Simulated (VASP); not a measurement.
# InP (F-43m) in VASP: further runs, part 2 of 2

VASP 6.6.1.

**3. Vibrations by perturbation theory, LDA**

This run uses another cell than the first one, of 22.17 Å³/atom, 1.041 times its volume.

Input file INCAR:

```
SYSTEM = InP
PREC = Accurate ; ENCUT = 520
EDIFF = 1E-8 ; ISMEAR = 0
SIGMA = 0.01 ; LREAL = .FALSE.
LASPH = .TRUE. ; NELM = 100
ALGO = Normal ; ISIF = 2
LWAVE = .FALSE. ; LCHARG = .FALSE.
GGA = CA ; NBANDS = 16
IBRION = 8 ; NSW = 1
```

Input file KPOINTS:

```
regular mesh
0
G
  8 8 8
  0 0 0
```

Input file POSCAR:

```
InP
1.0
    2.8091783149      2.8091783149      0.0000000000
   -2.8091783149      2.8091783149      0.0000000000
    0.0000000000      2.8091783149      2.8091783149
In P
1 1
Direct
    0.0000000000      0.0000000000      0.0000000000
    0.7500000000      0.2500000000      0.5000000000
```

Potentials or basis: VASP PAW LDA potentials, release 64 (In_d, P).

Run with:

```sh
cat potpaw_LDA.64/In_d/POTCAR potpaw_LDA.64/P/POTCAR > POTCAR
mpirun -np 1 vasp_std > vasp.out
```

OUTCAR:

```text
SYSTEM = InP
   PREC = Accurate
   ENCUT = 520
   EDIFF = 1E-8
   ISMEAR = 0
   LREAL = .FALSE.
   LASPH = .TRUE.
   NELM = 100
   ISIF = 2
   GGA = CA
   IBRION = 8
   NSW = 1

 ion  position               nearest neighbor table
   1  0.000  0.000  0.000-   2 2.43   2 2.43   2 2.43   2 2.43
   2  0.750  0.250  0.500-   1 2.43   1 2.43   1 2.43   1 2.43

  LATTYP: Found a face centered cubic cell.
 ALAT       =     5.6183566298

  Lattice vectors:

 A1 = (   0.0000000000,   2.8091783149,   2.8091783149)
 A2 = (   2.8091783149,   0.0000000000,   2.8091783149)
 A3 = (   2.8091783149,   2.8091783149,   0.0000000000)

Analysis of symmetry for initial positions (statically):
=====================================================================
 Subroutine PRICEL returns:
 Original cell was already a primitive cell.

 Routine SETGRP: Setting up the symmetry group for a
 face centered cubic supercell.

 Subroutine GETGRP returns: Found 24 space group operations
 (whereof 24 operations were pure point group operations)
 out of a pool of 48 trial point group operations.

The static configuration has the point symmetry T_d .

Analysis of symmetry for dynamics (positions and initial velocities):
=====================================================================
 Subroutine PRICEL returns:
 Original cell was already a primitive cell.

 Routine SETGRP: Setting up the symmetry group for a
 face centered cubic supercell.

 Subroutine GETGRP returns: Found 24 space group operations
 (whereof 24 operations were pure point group operations)
[... 642 lines left out ...]
    total drift:                               -0.000000     -0.000000     -0.000000

  FREE ENERGIE OF THE ION-ELECTRON SYSTEM (eV)
  ---------------------------------------------------
  free  energy   TOTEN  =        -9.5248542046 eV

  energy  without entropy=       -9.5248542046  energy(sigma->0) =       -9.52485420

[... ionic steps 2 to 3 ...]

--------------------------------------- Ionic step        4  -------------------------------------------

------------------------ aborting loop because EDIFF is reached ----------------------------------------

[... ionic steps 5 to 6 ...]

--------------------------------------- Ionic step        7  -------------------------------------------

 Free energy of the ion-electron system (eV)
  ---------------------------------------------------
  ---------------------------------------------------
  free energy    TOTEN  =        -0.04954718 eV

  energy without entropy =       -0.04954718

------------------------ aborting loop because EDIFF is reached ----------------------------------------

 INTERNAL STRAIN TENSOR  FOR ION    2  DIRECTION 1   (eV/Angst):
 -----------------------------------------------------------------------------
     0.03191  0.00000  0.00000
     0.00000 -0.01700 13.20927
     0.00000 13.20927 -0.01700

 INTERNAL STRAIN TENSOR FOR ION    2 for displacements in x,y,z  (eV/Angst):
          X           Y           Z          XY          YZ          ZX
  --------------------------------------------------------------------------------
  x     0.00000    -0.00000    -0.00000     0.00000    13.20927     0.00000
  y     0.00000     0.00000     0.00000     0.00000     0.00000    13.20927
  z    -0.00000    -0.00000     0.00000    13.20927     0.00000     0.00000

 SECOND DERIVATIVES (NOT SYMMETRIZED)
 ------------------------------------
               1X          1Y          1Z          2X          2Y          2Z
  1X   -10.881670    0.000000    0.000000   10.881670    0.000000    0.000000
  1Y     0.000000  -10.881670    0.000000    0.000000   10.881670    0.000000
  1Z     0.000000    0.000000  -10.881670    0.000000    0.000000   10.881670
  2X    10.896482   -0.000000    0.000000  -10.896482    0.000000   -0.000000
  2Y     0.000000   10.896482   -0.000000   -0.000000  -10.896482    0.000000
  2Z     0.000000   -0.000000   10.896482   -0.000000    0.000000  -10.896482

 Eigenvectors and eigenvalues of the dynamical matrix
 ----------------------------------------------------

   1 f  =   10.447048 THz    65.640739 2PiTHz  348.476012 cm-1    43.205500 meV
             X         Y         Z           dx          dy          dz
      0.000000  0.000000  0.000000    -0.460677    0.000000   -0.000000
      1.404589  4.213767  1.404589     0.887568   -0.000000   -0.000000
[... 21 lines left out ...]
   6 f/i=    0.002905 THz     0.018254 2PiTHz    0.096909 cm-1     0.012015 meV
             X         Y         Z           dx          dy          dz
      0.000000  0.000000  0.000000    -0.031452   -0.137402   -0.876304
      1.404589  4.213767  1.404589    -0.016325   -0.071316   -0.454830

--------------------------------------------------------------------------------------------------------

 ELASTIC MODULI CONTR FROM IONIC RELAXATION (kBar)
 Direction    XX          YY          ZZ          XY          YZ          ZX
 --------------------------------------------------------------------------------
 XX          -0.0000      0.0000      0.0000      0.0000     -0.0000     -0.0000
 YY           0.0000     -0.0000     -0.0000      0.0000      0.0000     -0.0000
 ZZ           0.0000     -0.0000     -0.0000     -0.0000      0.0000     -0.0000
 XY           0.0000      0.0000     -0.0000   -572.1717      0.0000     -0.0000
 YZ          -0.0000      0.0000      0.0000      0.0000   -572.1717     -0.0000
 ZX          -0.0000     -0.0000     -0.0000     -0.0000     -0.0000   -572.1717
 --------------------------------------------------------------------------------
```

stdout:

```text
POSCAR found type information on POSCAR InP
 POSCAR found :  2 types and       2 ions
 scaLAPACK will be used
 LDA part: xc-table for (Slater(with rela. corr.)+CA(PZ))
 , standard interpolation
 POSCAR, INCAR and KPOINTS ok, starting setup
 FFT: planning ... GRIDC
 FFT: planning ... GRID_SOFT
 FFT: planning ... GRID
 WAVECAR not read
 entering main loop
 Linear response reoptimize wavefunctions to high precision
 Linear response DOF=           2
 Linear response progress:
 first order change of Fermi-energy  -0.75353E-02
 force on displaced ion       1 direction 1 : -10.882  -0.000  -0.000
 Linear response progress:
 first order change of Fermi-energy   0.72052E-02
 force on displaced ion       2 direction 1 : -10.896   0.000   0.000
 Linear response finished
```

It took 2.9 min on 1 thread of Intel Xeon Platinum 8488C (Sapphire Rapids), shared host; peak memory 0.28 GiB.

What came out:

* Highest phonon frequency at Γ, LO-TO splitting left out: 348 cm⁻¹

Phonon frequencies in cm⁻¹ (negative: imaginary):
| q point | frequencies |
| --- | --- |
| (0.000, 0.000, 0.000) | 0 0 0 348 348 348 |

Caveat: the cell wasn't relaxed at this level first, which shifts response properties; spin-orbit coupling is left out, which moves the levels of the heavy elements.

**4. Vibrations by perturbation theory, LDA**

This run uses another cell than the first one, of 22.80 Å³/atom, 1.071 times its volume.

Input file INCAR:

```
SYSTEM = InP
ALGO = Normal
EDIFF = 1E-8
ENCUT = 520
GGA = CA
IBRION = 8
ISIF = 2
ISMEAR = 0
LASPH = .TRUE.
LCHARG = .FALSE.
LREAL = .FALSE.
LWAVE = .FALSE.
NBANDS = 16
NELM = 80
NSW = 1
PREC = Accurate
SIGMA = 0.01
```

Input file KPOINTS:

```
k-points
0
G
  8 8 8
  0 0 0
```

Input file POSCAR:

```
InP
1.0
    2.8354943050      2.8354943050      0.0000000000
   -2.8354943050      2.8354943050      0.0000000000
    0.0000000000      2.8354943050      2.8354943050
In P
1 1
Direct
    0.0000000000      0.0000000000      0.0000000000
    0.7500000000      0.2500000000      0.5000000000
```

Potentials or basis: VASP PAW LDA potentials, release 64 (In_d, P).

Run with:

```sh
cat potpaw_LDA.64/In_d/POTCAR potpaw_LDA.64/P/POTCAR > POTCAR
mpirun -np 1 vasp_std > vasp.out
```

OUTCAR:

```text
SYSTEM = InP
   EDIFF = 1E-8
   ENCUT = 520
   GGA = CA
   IBRION = 8
   ISIF = 2
   ISMEAR = 0
   LASPH = .TRUE.
   LREAL = .FALSE.
   NELM = 80
   NSW = 1
   PREC = Accurate

 ion  position               nearest neighbor table
   1  0.000  0.000  0.000-   2 2.46   2 2.46   2 2.46   2 2.46
   2  0.750  0.250  0.500-   1 2.46   1 2.46   1 2.46   1 2.46

  LATTYP: Found a face centered cubic cell.
 ALAT       =     5.6709886100

  Lattice vectors:

 A1 = (   0.0000000000,   2.8354943050,   2.8354943050)
 A2 = (   2.8354943050,   0.0000000000,   2.8354943050)
 A3 = (   2.8354943050,   2.8354943050,   0.0000000000)

Analysis of symmetry for initial positions (statically):
=====================================================================
 Subroutine PRICEL returns:
 Original cell was already a primitive cell.

 Routine SETGRP: Setting up the symmetry group for a
 face centered cubic supercell.

 Subroutine GETGRP returns: Found 24 space group operations
 (whereof 24 operations were pure point group operations)
 out of a pool of 48 trial point group operations.

The static configuration has the point symmetry T_d .

Analysis of symmetry for dynamics (positions and initial velocities):
=====================================================================
 Subroutine PRICEL returns:
 Original cell was already a primitive cell.

 Routine SETGRP: Setting up the symmetry group for a
 face centered cubic supercell.

 Subroutine GETGRP returns: Found 24 space group operations
 (whereof 24 operations were pure point group operations)
 out of a pool of 48 trial point group operations.

The dynamic configuration has the point symmetry T_d .

 Subroutine INISYM returns: Found 24 space group operations
 (whereof 24 operations are pure point group operations),
 and found     1 'primitive' translations

----------------------------------------------------------------------------------------

                                     Primitive cell

  volume of cell :      45.5949

  direct lattice vectors                    reciprocal lattice vectors
     2.835494305  2.835494305  0.000000000     0.176336097  0.176336097 -0.176336097
    -2.835494305  2.835494305  0.000000000    -0.176336097  0.176336097 -0.176336097
     0.000000000  2.835494305  2.835494305     0.000000000  0.000000000  0.352672195

  length of vectors
     4.009994502  4.009994502  4.009994502     0.305423080  0.305423080  0.352672195

  position of ions in fractional coordinates (direct lattice)
     0.000000000  0.000000000  0.000000000
     0.750000000  0.250000000  0.500000000

  ion indices of the primitive-cell ions
   primitive index   ion index
                 1           1
                 2           2

[... 120 lines left out ...]
  energy without entropy =       -9.59198703  energy(sigma->0) =       -9.59198703

 E-fermi :   6.2401     XC(G=0): -10.0437

 val. band max:        6.1692895377   @ k =   0.0000   0.0000   0.0000
 cond. band min:       7.2097769840   @ k =   0.0000   0.0000   0.0000
 fundamental gap:      1.0404874463
 Fermi energy:         6.2400535305

 k-point     1 :       0.0000    0.0000    0.0000
  band No.  band energies     occupation
      1      -8.2734      2.00000
      2      -8.2734      2.00000
      3      -8.2734      2.00000
      4      -8.0619      2.00000
      5      -8.0619      2.00000
      6      -6.1071      2.00000
[... 433 lines left out ...]
      3      -8.1772      2.00000
      4      -8.0719      2.00000
      5      -8.0440      2.00000
      6      -3.6177      2.00000
[... 8 lines left out ...]
     15      16.9786      0.00000
     16      17.7937      0.00000

 [... further k-points ...]
[... 5 lines left out ...]
  --------------------------------------------------------------------------------------
  -------------------------------------------------------------------------------------
  Total        1.9985131      1.9985131      1.9985131      0.0000000     -0.0000000      0.0000000
  in kB       70.2265348     70.2265348     70.2265348      0.0000000     -0.0000000      0.0000000
  external PRESSURE =      70.2265348 kB  Pullay stress =       0.0000000 kB

 VOLUME and BASIS-vectors are now :
 -----------------------------------------------------------------------------
  energy-cutoff  :      520.00
  volume of cell :       45.59
      direct lattice vectors                 reciprocal lattice vectors
     2.835494305  2.835494305  0.000000000     0.176336097  0.176336097 -0.176336097
    -2.835494305  2.835494305  0.000000000    -0.176336097  0.176336097 -0.176336097
     0.000000000  2.835494305  2.835494305     0.000000000  0.000000000  0.352672195

 POSITION                                       TOTAL-FORCE (eV/Angst)
 -----------------------------------------------------------------------------------
      0.00000      0.00000      0.00000         0.000000     -0.000000      0.000000
      1.41775      4.25324      1.41775        -0.000000      0.000000      0.000000
 -----------------------------------------------------------------------------------
    total drift:                               -0.000000      0.000000     -0.000000

  FREE ENERGIE OF THE ION-ELECTRON SYSTEM (eV)
  ---------------------------------------------------
  free  energy   TOTEN  =        -9.5919870294 eV

  energy  without entropy=       -9.5919870294  energy(sigma->0) =       -9.59198703

[... ionic steps 2 to 3 ...]

--------------------------------------- Ionic step        4  -------------------------------------------

------------------------ aborting loop because EDIFF is reached ----------------------------------------

[... ionic steps 5 to 6 ...]

--------------------------------------- Ionic step        7  -------------------------------------------

 Free energy of the ion-electron system (eV)
  ---------------------------------------------------
  ---------------------------------------------------
  free energy    TOTEN  =        -0.04943198 eV

  energy without entropy =       -0.04943198

------------------------ aborting loop because EDIFF is reached ----------------------------------------

 INTERNAL STRAIN TENSOR  FOR ION    2  DIRECTION 1   (eV/Angst):
 -----------------------------------------------------------------------------
     0.03025  0.00000  0.00000
     0.00000 -0.01646 11.76529
     0.00000 11.76529 -0.01646

 INTERNAL STRAIN TENSOR FOR ION    2 for displacements in x,y,z  (eV/Angst):
          X           Y           Z          XY          YZ          ZX
  --------------------------------------------------------------------------------
  x    -0.00000    -0.00000    -0.00000     0.00000    11.76529     0.00000
  y    -0.00000    -0.00000    -0.00000     0.00000     0.00000    11.76529
  z    -0.00000    -0.00000    -0.00000    11.76529     0.00000     0.00000

 SECOND DERIVATIVES (NOT SYMMETRIZED)
 ------------------------------------
               1X          1Y          1Z          2X          2Y          2Z
  1X   -10.117553    0.000000   -0.000000   10.117553   -0.000000    0.000000
  1Y    -0.000000  -10.117553    0.000000    0.000000   10.117553   -0.000000
  1Z    -0.000000    0.000000  -10.117553    0.000000   -0.000000   10.117553
  2X    10.154787    0.000000    0.000000  -10.154787    0.000000    0.000000
  2Y     0.000000   10.154787    0.000000    0.000000  -10.154787    0.000000
  2Z     0.000000    0.000000   10.154787    0.000000    0.000000  -10.154787

 Eigenvectors and eigenvalues of the dynamical matrix
 ----------------------------------------------------

   1 f  =   10.082760 THz    63.351852 2PiTHz  336.324685 cm-1    41.698928 meV
             X         Y         Z           dx          dy          dz
      0.000000  0.000000  0.000000     0.460257   -0.000000   -0.000000
      1.417747  4.253241  1.417747    -0.887786    0.000000    0.000000
[... 21 lines left out ...]
   6 f/i=    0.007567 THz     0.047544 2PiTHz    0.252406 cm-1     0.031294 meV
             X         Y         Z           dx          dy          dz
      0.000000  0.000000  0.000000     0.000000   -0.000000    0.887786
      1.417747  4.253241  1.417747     0.000000    0.000000    0.460257

--------------------------------------------------------------------------------------------------------

 ELASTIC MODULI CONTR FROM IONIC RELAXATION (kBar)
 Direction    XX          YY          ZZ          XY          YZ          ZX
 --------------------------------------------------------------------------------
 XX          -0.0000     -0.0000     -0.0000      0.0000      0.0000      0.0000
 YY          -0.0000     -0.0000     -0.0000      0.0000      0.0000      0.0000
 ZZ          -0.0000     -0.0000     -0.0000      0.0000      0.0000      0.0000
 XY           0.0000      0.0000      0.0000   -473.8427      0.0000      0.0000
 YZ           0.0000      0.0000      0.0000      0.0000   -473.8427      0.0000
 ZX           0.0000      0.0000      0.0000      0.0000      0.0000   -473.8427
 --------------------------------------------------------------------------------
```

stdout:

```text
POSCAR found type information on POSCAR InP
 POSCAR found :  2 types and       2 ions
 scaLAPACK will be used
 LDA part: xc-table for (Slater(with rela. corr.)+CA(PZ))
 , standard interpolation
 POSCAR, INCAR and KPOINTS ok, starting setup
 FFT: planning ... GRIDC
 FFT: planning ... GRID_SOFT
 FFT: planning ... GRID
 WAVECAR not read
 entering main loop
 Linear response reoptimize wavefunctions to high precision
 Linear response DOF=           2
 Linear response progress:
 first order change of Fermi-energy   0.75295E-01
 force on displaced ion       1 direction 1 : -10.118  -0.000  -0.000
 Linear response progress:
 first order change of Fermi-energy  -0.75142E-01
 force on displaced ion       2 direction 1 : -10.155   0.000  -0.000
 Linear response finished
```

It took 2.3 min on 1 thread of Intel Xeon Platinum 8488C (Sapphire Rapids), shared host; peak memory 0.29 GiB.

What came out:

```
Highest phonon frequency at Γ, LO-TO splitting left out : 336 cm⁻¹
```

Phonon frequencies in cm⁻¹ (negative: imaginary):
```csv
q point,frequencies
"(0.000, 0.000, 0.000)",0 0 0 336 336 336
```

Caveat: the cell wasn't relaxed at this level first, which shifts response properties; spin-orbit coupling is left out, which moves the levels of the heavy elements.
